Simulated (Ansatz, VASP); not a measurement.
Ir in VASP and in Ansatz

```
Ir
1.0
     0.00000   -1.91970   -1.91970
    -1.91970    0.00000   -1.91970
     1.91970    1.91970   -3.83940
Ir
2
Direct
  0.50798 0.50798 0.50000
  0.99202 0.99202 0.00000
```

Change from the starting cell: mode 4 (116.2 1/cm) frozen in, largest displacement +0.037 Å.

Alike in both runs: task single point; functional PBE; k mesh 24 × 24 × 20; occupations gaussian, width 0.15 eV; no spin polarisation.

|  | VASP | Ansatz |
| --- | --- | --- |
| version | VASP 6.6.1 | Ansatz 0.2.0 |
| potentials or method | VASP PAW PBE potentials, release 64 (Ir), cutoff 520 eV | scalar-relativistic, plane waves, PAW |
| valence electrons in the cell | 18 | 34 |

VASP gave:

| Item | Value |
| --- | --- |
| gap on the k mesh at the Fermi level (eV) | none |
| pressure (GPa) | 9.9 |
| traceless stress, the component that is largest in VASP (GPa) | 0.41 |
| rms of the force components (eV/Å) | 0.206 |

**Question.** What did Ansatz give for the same quantities?

**Answer.** gap on the k mesh at the Fermi level (eV): none; pressure (GPa): 9.3; traceless stress, the component that is largest in VASP (GPa): 0.41; rms of the force components (eV/Å): 0.206.

Atom by atom the forces differ by 0.000 eV/Å (rms over components). A gap of «none» marks a metal or a gap that the smearing closes. The functional is the same, so the differences come from potentials, cutoffs and numerics. VASP's potentials hold 18 valence electrons a cell and Ansatz's 34, so a difference there can come from the potentials and not from the codes.

Neither program's run includes spin-orbit coupling.
